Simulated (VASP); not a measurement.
# Ba2H3I (P-3m1) in VASP: relaxation of the atoms with LDA

Aim: the relaxation of the atoms of Ba2H3I with LDA.

Everything below comes from runs of VASP 6.6.1. Logs are shortened: lines on timing, memory, paths and dates and some standing lists are left out, and cuts for length are marked.

## (1) The cell of the first run

It takes space group P-3m1 (No. 164, trigonal). The conventional cell has a = 4.536 Å, b = 4.536 Å, c = 8.120 Å, α = 90.00°, β = 90.00°, γ = 120.00°. Ba (site symmetry 3m) has 7 H at 2.64 to 3.02 Å within 3.5 Å. Within 3.5 Å of H (site symmetry 3m) lie 4 Ba at 2.64 to 2.67 Å and 3 H at 2.87 Å. H (site symmetry -3m) has 6 H at 2.87 Å and 6 Ba at 3.02 Å within 3.8 Å. I (site symmetry -3m) has 6 Ba at 3.66 Å and 8 H at 3.90 to 4.06 Å and 6 I at 4.54 Å within 4.8 Å.

## (2) Relaxation of the atoms, LDA

Input file INCAR:

```
ALGO = Normal
EDIFF = 1E-7
EDIFFG = -0.1
ENCUT = 450
GGA = CA
GGA_COMPAT = F
IBRION = 2
ISIF = 2
ISMEAR = 0
LASPH = T
LCHARG = F
LREAL = F
LWAVE = F
NELM = 120
NELMIN = 4
NSW = 80
PREC = Accurate
SIGMA = 0.01
```

Input file KPOINTS:

```
k-points
0
Gamma
  2 2 1
```

Input file POSCAR:

```
Ba2H3I
1.0
    4.5364000000      0.0000000000      0.0000000000
   -2.2682000000      3.9286400000      0.0000000000
    0.0000000000      0.0000000000      8.1195500000
Ba H I
2 3 1
Direct
    0.6666666667      0.3333333333      0.6847200000
    0.3333333333      0.6666666667      0.3152800000
    0.6666666667      0.3333333333      0.3561000000
    0.3333333333      0.6666666667      0.6439000000
    0.0000000000      0.0000000000      0.5000000000
    0.0000000000      0.0000000000      0.0000000000
```

Potentials or basis: VASP PAW LDA potentials, release 64 (Ba_sv, H, I).

Launch:

```
$ cat potpaw_LDA.64/Ba_sv/POTCAR potpaw_LDA.64/H/POTCAR potpaw_LDA.64/I/POTCAR > POTCAR
$ mpirun -np 1 vasp_std > vasp.out
```

OUTCAR:

```text
EDIFF = 1E-7
   EDIFFG = -0.1
   ENCUT = 450
   GGA = CA
   IBRION = 2
   ISIF = 2
   ISMEAR = 0
   LASPH = T
   LREAL = F
   NELM = 120
   NELMIN = 4
   NSW = 80
   PREC = Accurate

 ion  position               nearest neighbor table
   1  0.667  0.333  0.685-   4 2.64   4 2.64   4 2.64   3 2.67   6 3.66   6 3.66   6 3.66   2 3.98
                             2 3.98   2 3.98
   2  0.333  0.667  0.315-   3 2.64   3 2.64   3 2.64   4 2.67   6 3.66   6 3.66   6 3.66   1 3.98
                             1 3.98   1 3.98
   3  0.667  0.333  0.356-   2 2.64   2 2.64   2 2.64   1 2.67
   4  0.333  0.667  0.644-   1 2.64   1 2.64   1 2.64   2 2.67
   5  0.000  0.000  0.500-
   6  0.000  0.000  0.000-   1 3.66   2 3.66   1 3.66   2 3.66   1 3.66   2 3.66

  LATTYP: Found a hexagonal cell.
 ALAT       =     4.5364000000
 C/A-ratio  =     1.7898664139

  Lattice vectors:

 A1 = (   4.5364000000,   0.0000000000,   0.0000000000)
 A2 = (  -2.2682000000,   3.9286400000,   0.0000000000)
 A3 = (   0.0000000000,   0.0000000000,   8.1195500000)

Analysis of symmetry for initial positions (statically):
=====================================================================
 Subroutine PRICEL returns:
 Original cell was already a primitive cell.

 Routine SETGRP: Setting up the symmetry group for a
 hexagonal supercell.

 Subroutine GETGRP returns: Found 12 space group operations
 (whereof 12 operations were pure point group operations)
 out of a pool of 24 trial point group operations.

The static configuration has the point symmetry D_3d.

Analysis of symmetry for dynamics (positions and initial velocities):
=====================================================================
 Subroutine PRICEL returns:
 Original cell was already a primitive cell.

 Routine SETGRP: Setting up the symmetry group for a
 hexagonal supercell.

 Subroutine GETGRP returns: Found 12 space group operations
 (whereof 12 operations were pure point group operations)
 out of a pool of 24 trial point group operations.

The dynamic configuration has the point symmetry D_3d.

 Subroutine INISYM returns: Found 12 space group operations
 (whereof 12 operations are pure point group operations),
 and found     1 'primitive' translations

----------------------------------------------------------------------------------------

                                     Primitive cell

  volume of cell :     144.7057

  direct lattice vectors                    reciprocal lattice vectors
     4.536400000  0.000000000  0.000000000     0.220439115  0.127270506  0.000000000
    -2.268200000  3.928640000  0.000000000     0.000000000  0.254541012  0.000000000
     0.000000000  0.000000000  8.119550000     0.000000000  0.000000000  0.123159535

  length of vectors
     4.536400000  4.536402042  8.119550000     0.254541126  0.254541012  0.123159535

  position of ions in fractional coordinates (direct lattice)
     0.666666667  0.333333333  0.684720000
     0.333333333  0.666666667  0.315280000
     0.666666667  0.333333333  0.356100000
     0.333333333  0.666666667  0.643900000
     0.000000000  0.000000000  0.500000000
     0.000000000  0.000000000  0.000000000

  ion indices of the primitive-cell ions
   primitive index   ion index
                 1           1
                 2           2
                 3           3
                 4           4
                 5           5
                 6           6

----------------------------------------------------------------------------------------

 KPOINTS: k-points

Automatic generation of k-mesh.
 Grid dimensions read from file:
 generate k-points for:    2    2    1

 Generating k-lattice:

  Cartesian coordinates                     Fractional coordinates (reciprocal lattice)
     0.110219557  0.063635253  0.000000000     0.500000000  0.000000000  0.000000000
     0.000000000  0.127270506  0.000000000     0.000000000  0.500000000  0.000000000
     0.000000000  0.000000000  0.123159535     0.000000000  0.000000000  1.000000000

  Length of vectors
     0.127270563  0.127270506  0.123159535

  Shift w.r.t. Gamma in fractional coordinates (k-lattice)
     0.000000000  0.000000000  0.000000000

 Subroutine IBZKPT returns following result:
 ===========================================

 Found      2 irreducible k-points:

 Following reciprocal coordinates:
            Coordinates               Weight
  0.000000  0.000000  0.000000      1.000000
  0.500000  0.000000  0.000000      3.000000
   k-points           NKPTS =      2   k-points in BZ     NKDIM =      2   number of bands    NBANDS=     19
   number of dos      NEDOS =    301   number of ions     NIONS =      6
   total plane-waves  NPLWV =  57344
   dimension x,y,z NGX =    32 NGY =   32 NGZ =   56
   dimension x,y,z NGXF=    64 NGYF=   64 NGZF=  112
   ions per type =               2   3   1
   NGX,Y,Z   is equivalent  to a cutoff of  11.73, 11.73, 11.47 a.u.
   NGXF,Y,Z  is equivalent  to a cutoff of  23.45, 23.45, 22.93 a.u.
 SYSTEM =  unknown system
   PREC   = accura    normal or accurate (medium, high low for compatibility)
   ISTART =      0    job   : 0-new  1-cont  2-samecut
   ICHARG =      2    charge: 1-file 2-atom 10-const
   ISPIN  =      1    spin polarized calculation?
   LNONCOLLINEAR =      F non collinear calculations
   LSORBIT =      F    spin-orbit coupling
   LASPH  =      T    aspherical Exc in radial PAW
   ENCUT  =  450.0 eV  33.07 Ry    5.75 a.u.   7.85  7.85 14.04*2*pi/ulx,y,z
   NELM   =    120;   NELMIN=  4; NELMDL= -5     # of ELM steps
   EDIFF  = 0.1E-06   stopping-criterion for ELM
   LREAL  =      F    real-space projection
   EDIFFG = -.1E+00   stopping-criterion for IOM
   NSW    =     80    number of steps for IOM
   IBRION =      2    ionic relax: 0-MD 1-quasi-New 2-CG
   NFREE  =      1    steps in history (QN), initial steepest desc. (CG)
   ISIF   =      2    stress and relaxation
   ISYM   =      2    0-nonsym 1-usesym 2-fastsym
   POTIM  = 0.5000    time-step for ionic-motion
   TEBEG  =    0.0;   TEEND  =   0.0 temperature during run
   PSTRESS=    0.0 pullay stress
   NELECT =      30.0000    total number of electrons
   NUPDOWN=      -1.0000    fix difference up-down
   EMIN   =  10.00;   EMAX   =-10.00  energy-range for DOS
   EFERMI =   0.00;   METHOD = LEGACY
   ISMEAR =     0;   SIGMA  =   0.01  broadening in eV -4-tet -1-fermi 0-gaus
   EFERMI_NEDOS =   21; number of points for ismear=-14 and -15
   IALGO  =     38    algorithm
   IMIX   =      4    mixing-type and parameters
     AMIX     =   0.40;   BMIX     =  1.00
     AMIX_MAG =   1.60;   BMIX_MAG =  1.00
  volume/ion in A,a.u.               =      24.12       162.75
  Fermi-wavevector in a.u.,A,eV,Ry     =   0.968917  1.830988 12.773161  0.938801
  Thomas-Fermi vector in A             =   2.098927
   LORBIT       =      0    0 simple, 1 ext, 2 COOP (PROOUT), +10 PAW based schemes
   GGA     = CA    functional components
   LHFCALC =     F    Hartree Fock is set to
   AEXX    =    0.0000 exact exchange contribution
   IVDW    =     0    specifies the selected vdW correction
   LEPSILON=     F    determine dielectric tensor
   LRPA    =     F    only Hartree local field effects (RPA)
 conjugate gradient relaxation of ions
 non-spin polarized calculation
 Gauss-broadening in eV      SIGMA  =   0.01
  energy-cutoff  :      450.00
  volume of cell :      144.71
 maximum number of plane-waves:      3134
 NGX is ok and might be reduce to    32
   NGX = 15   NGY = 15   NGZ = 29

--------------------------------------- Ionic step        1  -------------------------------------------

 number of electron      29.9999997 magnetization

 Free energy of the ion-electron system (eV)
  ---------------------------------------------------
  ext. energy  EPLUGINS =         0.00000000
  ---------------------------------------------------
  free energy    TOTEN  =       -22.11552523 eV

  energy without entropy =      -22.11552523  energy(sigma->0) =      -22.11552523

------------------------ aborting loop because EDIFF is reached ----------------------------------------

  FORCE on cell =-STRESS in cart. coord.  units (eV):
  Direction    XX          YY          ZZ          XY          YZ          ZX
  --------------------------------------------------------------------------------------
  -------------------------------------------------------------------------------------
  Total       -1.6268911     -1.6268931     -2.1450088     -0.0000000      0.0000000     -0.0000000
  in kB      -18.0128956    -18.0129172    -23.7494805     -0.0000000      0.0000000     -0.0000000
  external PRESSURE =     -19.9250978 kB  Pullay stress =       0.0000000 kB
[... 65 lines left out ...]
  energy  without entropy=      -22.1208179191  energy(sigma->0) =      -22.12081792

--------------------------------------- Ionic step        3  -------------------------------------------

 number of electron      29.9999999 magnetization

 Free energy of the ion-electron system (eV)
  ---------------------------------------------------
  ext. energy  EPLUGINS =         0.00000000
  ---------------------------------------------------
  free energy    TOTEN  =       -22.12522981 eV

  energy without entropy =      -22.12522981  energy(sigma->0) =      -22.12522981

 E-fermi :   2.2701     XC(G=0):  -8.7034

 val. band max:        2.2164720750   @ k =   0.0000   0.0000   0.0000
 cond. band min:       4.4382483663   @ k =   0.0000   0.0000   0.0000
 fundamental gap:      2.2217762912
 Fermi energy:         2.2701305158

 k-point     1 :       0.0000    0.0000    0.0000
  band No.  band energies     occupation
      1     -25.3435      2.00000
      2     -25.2683      2.00000
      3     -11.5547      2.00000
      4     -10.4100      2.00000
      5     -10.4100      2.00000
      6     -10.4064      2.00000
[... 11 lines left out ...]
     18       4.6009      0.00000
     19       4.7465      0.00000

 k-point     2 :       0.5000    0.0000    0.0000
  band No.  band energies     occupation
      1     -25.2916      2.00000
      2     -25.2670      2.00000
      3     -11.2583      2.00000
      4     -10.8964      2.00000
      5     -10.7429      2.00000
      6     -10.5318      2.00000
[... 11 lines left out ...]
     18       5.3652      0.00000
     19       5.6656      0.00000
[... 31 lines left out ...]
  FREE ENERGIE OF THE ION-ELECTRON SYSTEM (eV)
  ---------------------------------------------------
  free  energy   TOTEN  =       -22.1252298099 eV

  energy  without entropy=      -22.1252298099  energy(sigma->0) =      -22.12522981

 reached required accuracy - stopping structural energy minimisation
```

It used 25 s of CPU time on 1 thread of AMD EPYC 7R13 Processor (Zen 3) (shared host).

What came out:

* Free energy: -22.1252 eV
* Energy gained by relaxing: 1.6 meV/atom
* Ionic steps: 3
* Pressure after relaxing: -2.1 GPa
* Largest force after relaxing: 0.051 eV/Å
* Band gap on the k mesh: 2.22 eV, direct

Forces in eV/Å, atoms in the order of the input:
```
Ba   0.000  0.000 -0.017
Ba   0.000  0.000  0.017
H    0.000  0.000  0.051
H    0.000  0.000 -0.051
H    0.000  0.000  0.000
I    0.000  0.000  0.000
```

The path:
```
step  energy change (eV)  largest force (eV/Å)  pressure (GPa)
   1              0.0000                0.2403           -1.99
   2             -0.0053                0.1554           -2.03
   3             -0.0097                0.0512           -2.11
```

Final structure:
```
Ba H I
1.0
     4.53640    0.00000    0.00000
    -2.26820    3.92864    0.00000
     0.00000    0.00000    8.11955
Ba H I
2 3 1
Direct
  0.66667 0.33333 0.68909
  0.33333 0.66667 0.31091
  0.66667 0.33333 0.35771
  0.33333 0.66667 0.64229
  0.00000 0.00000 0.50000
  0.00000 0.00000 0.00000
```

Caveat: the k points lie up to 0.80 Å⁻¹ apart; spin-orbit coupling is left out, which moves the levels of the heavy elements; the relaxation stopped at a loose force limit of 0.1 eV/Å, so its end isn't a converged minimum.
